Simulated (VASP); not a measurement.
Here is a VASP 6.6.1 calculation.

Contents of INCAR:

```
SYSTEM = CuSi16
  ALGO = Normal
  EDIFF = 1E-7
  EDIFFG = -0.03
  ENCUT = 520
  GGA = PS
  IBRION = 2
  ISIF = 2
  ISMEAR = 0
  LASPH = .TRUE.
  LCHARG = .FALSE.
  LREAL = Auto
  LWAVE = .FALSE.
  NELECT = 74.0
  NELM = 80
  NSW = 80
  PREC = Accurate
  SIGMA = 0.02
```

The input KPOINTS:

```
k-points
0
G
  2 2 2
  0 0 0
```

The input POSCAR:

```
CuSi16
1.0
    0.0000000000      5.4300000000      5.4300000000
    5.4300000000      0.0000000000      5.4300000000
    5.4300000000      5.4300000000      0.0000000000
Si Cu
16 1
Direct
    0.0000000000      0.0000000000      0.0000000000
    0.1250000000      0.1250000000      0.1250000000
    0.0000000000      0.0000000000      0.5000000000
    0.1250000000      0.1250000000      0.6250000000
    0.0000000000      0.5000000000      0.0000000000
    0.1250000000      0.6250000000      0.1250000000
    0.0000000000      0.5000000000      0.5000000000
    0.1250000000      0.6250000000      0.6250000000
    0.5000000000      0.0000000000      0.0000000000
    0.6250000000      0.1250000000      0.1250000000
    0.5000000000      0.0000000000      0.5000000000
    0.6250000000      0.1250000000      0.6250000000
    0.5000000000      0.5000000000      0.0000000000
    0.6250000000      0.6250000000      0.1250000000
    0.5000000000      0.5000000000      0.5000000000
    0.6250000000      0.6250000000      0.6250000000
    0.8751752300      0.3735926800      0.3716207600
```

Potentials or basis: VASP PAW PBE potentials, release 64 (Si, Cu).

Run with:

```console
$ cat potpaw_PBE.64/Si/POTCAR potpaw_PBE.64/Cu/POTCAR > POTCAR
$ mpirun -np 1 vasp_std > vasp.out
```

Estimate the energy gained by relaxing.

7.9 meV/atom.

Step by step:
```csv
step,energy change (eV),largest force (eV/Å),pressure (GPa)
1,0.0000,0.8501,-2.36
2,-0.0838,0.1035,-2.71
3,-0.0838,0.1034,-2.71
4,-0.0860,0.0512,-2.69
5,-0.0864,0.0637,-2.69
6,-0.0871,0.0483,-2.69
7,-0.0872,0.1140,-2.68
8,-0.0878,0.0706,-2.68
9,-0.0878,0.0780,-2.68
10,-0.0881,0.0791,-2.68
11,-0.0883,0.0870,-2.68
12,-0.0889,0.0695,-2.68
13,-0.0898,0.0619,-2.69
14,-0.0898,0.0654,-2.70
15,-0.0903,0.0618,-2.70
16,-0.0910,0.0684,-2.70
17,-0.0916,0.0676,-2.70
18,-0.0930,0.0632,-2.70
19,-0.0948,0.0805,-2.69
20,-0.0933,0.1986,-2.68
21,-0.0950,0.1120,-2.69
22,-0.0953,0.1118,-2.69
23,-0.0961,0.1126,-2.69
24,-0.0977,0.1261,-2.70
25,-0.1005,0.1527,-2.70
26,-0.1041,0.2134,-2.72
27,-0.1089,0.1592,-2.73
28,-0.1136,0.1445,-2.77
29,-0.1158,0.1141,-2.78
30,-0.1197,0.1123,-2.82
31,-0.1201,0.1404,-2.83
32,-0.1227,0.1169,-2.85
33,-0.1260,0.0963,-2.91
34,-0.1280,0.0736,-2.92
35,-0.1292,0.1195,-2.94
36,-0.1311,0.0699,-2.95
37,-0.1323,0.1235,-2.95
38,-0.1339,0.0488,-2.94
39,-0.1340,0.0394,-2.95
40,-0.1343,0.0224,-2.94
```

Caveat: the k points lie up to 0.50 Å⁻¹ apart; the cell carries a net charge on a neutralising background, which shifts energy and pressure; the cell is charged against a uniform background, so pressure and absolute levels hang on convention; the PAW data sets were made with another functional, which shifts forces and pressure a little.
